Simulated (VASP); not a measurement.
## SrTe: relaxation of cell and atoms with LDA

SrTe:

```
Sr Te
1.0
     0.00000    3.31000    3.31000
     3.31000    0.00000    3.31000
     3.31000    3.31000    0.00000
Sr Te
1 1
Direct
  0.00000 0.00000 0.00000
  0.50000 0.50000 0.50000
```

```
Program                : VASP 6.6.1
Task                   : relaxation of cell and atoms
Functional             : LDA
Potentials or basis    : VASP PAW LDA potentials, release 64 (Sr_sv, Te)
Cutoff                 : 500 eV
k mesh                 : 8 × 8 × 8
Occupations            : gaussian, width 0.02 eV
Spin                   : no spin polarisation
Dipole correction      : no
Further INCAR settings : ALGO = Normal; EDIFF = 1e-07; IBRION = 2; EDIFFG = -0.002; NSW = 100; ISIF = 3
```

```json
{
 "Relaxed volume": "34.89 Å³/atom",
 "Relaxed cell": "a = 4.621 Å, b = 4.621 Å, c = 4.621 Å, α = 60.00°, β = 60.00°, γ = 60.00°",
 "Space group after relaxing (to 0.1 Å)": "Fm-3m (No. 225)",
 "Energy gained by relaxing": "6.2 meV/atom",
 "Ionic steps": "3",
 "Pressure after relaxing": "0.0 GPa",
 "Band gap on the k mesh": "1.42 eV (least direct gap 2.20 eV)"
}
```

Step by step:
```tsv
step	energy change (eV)	largest force (eV/Å)	pressure (GPa)	volume (Å³)
1	0.0000	0.0000	-1.39	72.53
2	-0.0119	0.0000	0.30	69.27
3	-0.0123	0.0000	0.00	69.79
```

Final structure:
```
Sr Te
1.0
     0.00000    3.26773    3.26773
     3.26773    0.00000    3.26773
     3.26773    3.26773    0.00000
Sr Te
1 1
Direct
  0.00000 0.00000 0.00000
  0.50000 0.50000 0.50000
```

Levels at points of the mesh, in eV from the valence-band top:
```csv
k point,band 4,band 5,band 6,band 7,band 8,band 9,band 10,band 11,band 12
"(0.00, 0.00, 0.00)",-16.48,-10.23,0.00,0.00,0.00,2.90,3.08,3.08,3.08
"(0.50, 0.00, 0.00)",-16.48,-9.46,-3.10,-1.26,-1.26,3.83,5.11,5.28,5.28
"(0.50, 0.50, 0.00)",-16.52,-9.72,-2.11,-0.79,-0.79,1.42,3.90,4.80,6.16
```

It took 65 s on 1 thread of Intel(R) Xeon(R) Platinum 8259CL CPU @ 2.50GHz (Skylake/Cascade Lake), with other jobs on the host, peak memory 0.2 GiB.

Caveat: spin-orbit coupling is left out, which moves the levels of the heavy elements. A k mesh can miss the band edges.
